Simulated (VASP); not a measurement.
## CoAu: single point with PBE

CoAu:

```
Co Au
1.0
     0.00000    2.81838    2.81838
     2.81838    0.00000    2.81838
     2.81838    2.81838    0.00000
Co Au
1 1
Cartesian
  0.0000 0.0000 0.0000
  4.2276 4.2276 4.2276
```

```json
{
  "Program": "VASP 6.6.1",
  "Task": "single point",
  "Functional": "PBE",
  "Potentials or basis": "VASP PAW PBE potentials, release 64 (Co, Au)",
  "Cutoff": "520 eV",
  "k mesh": "6 × 6 × 6",
  "Occupations": "gaussian, width 0.1 eV",
  "Spin": "collinear spin, ferromagnetic start",
  "Starting moments": "[1.72, 0.3] μB"
}
```

```
Pressure                                              : -0.2 GPa
Net moment                                            : 2.21 μB per cell
Site moments                                          : Co +2.01; Au +0.20 μB
Valence electrons inside the program's atomic spheres : Co 7.96; Au 9.72
```

Levels at points of the mesh, in eV from the Fermi level:
Spin up:
```csv
k point,band 7,band 8,band 9,band 10,band 11,band 12,band 13,band 14,band 15,band 16
"(0.00, 0.00, 0.00)",-2.46,-2.46,-2.46,-1.41,-1.41,9.67,9.67,9.67,10.78,10.78
"(0.50, 0.00, 0.00)",-2.05,-2.05,-1.72,-1.72,-1.72,-0.71,6.79,6.79,9.73,10.82
"(0.50, 0.50, 0.00)",-2.73,-2.17,-1.67,-1.67,-0.37,0.25,3.34,3.34,7.52,8.70
```
Spin down:
| k point | band 6 | band 7 | band 8 | band 9 | band 10 | band 11 | band 12 | band 13 |
| --- | --- | --- | --- | --- | --- | --- | --- | --- |
| (0.00, 0.00, 0.00) | -4.41 | -0.52 | -0.52 | -0.52 | 0.04 | 0.04 | 9.98 | 9.98 |
| (0.50, 0.00, 0.00) | -3.51 | -1.56 | -0.54 | -0.54 | 0.14 | 0.14 | 0.81 | 7.04 |
| (0.50, 0.50, 0.00) | -2.94 | -1.88 | -0.58 | 0.30 | 0.30 | 0.87 | 1.12 | 3.43 |

Wall time 34 s on 1 thread of Intel(R) Xeon(R) Platinum 8488C (Sapphire Rapids), on a shared host, peak memory 0.2 GiB.

Caveat: spin-orbit coupling is left out, which moves the levels of the heavy elements.
